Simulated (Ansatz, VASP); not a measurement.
# Two plane-wave programs on K3S2

```
K S
1.0
     4.39521    2.53758    4.69535
    -4.39521    2.53758    4.69535
     0.00000   -5.07515    4.69535
K S
6 4
Direct
  0.54905 0.95095 0.25000
  0.25000 0.54905 0.95095
  0.95095 0.25000 0.54905
  0.45095 0.04905 0.75000
  0.75000 0.45095 0.04905
  0.04905 0.75000 0.45095
  0.38272 0.38272 0.38272
  0.11728 0.11728 0.11728
  0.61728 0.61728 0.61728
  0.88272 0.88272 0.88272
```

Alike in both runs: functional PBE; k mesh 6 × 6 × 6; occupations gaussian, width 0.1 eV; no spin polarisation.

Ansatz relaxed the structure, and its values are those at the end. VASP's run is a single point on that final structure, the one shown.

|  | VASP | Ansatz |
| --- | --- | --- |
| version | VASP 6.6.1 | Ansatz 0.2.0 |
| potentials or method | VASP PAW PBE potentials, release 64 (K_sv, S), cutoff 520 eV | scalar-relativistic, plane waves, PAW |
| valence electrons in the cell | 78 | 78 |

```csv
,VASP,Ansatz,Ansatz less VASP
gap on the k mesh at the Fermi level (eV),none,none,-
pressure (GPa),0.0,0.0,-0.04
```

A gap of «none» marks a metal or a gap that the smearing closes.
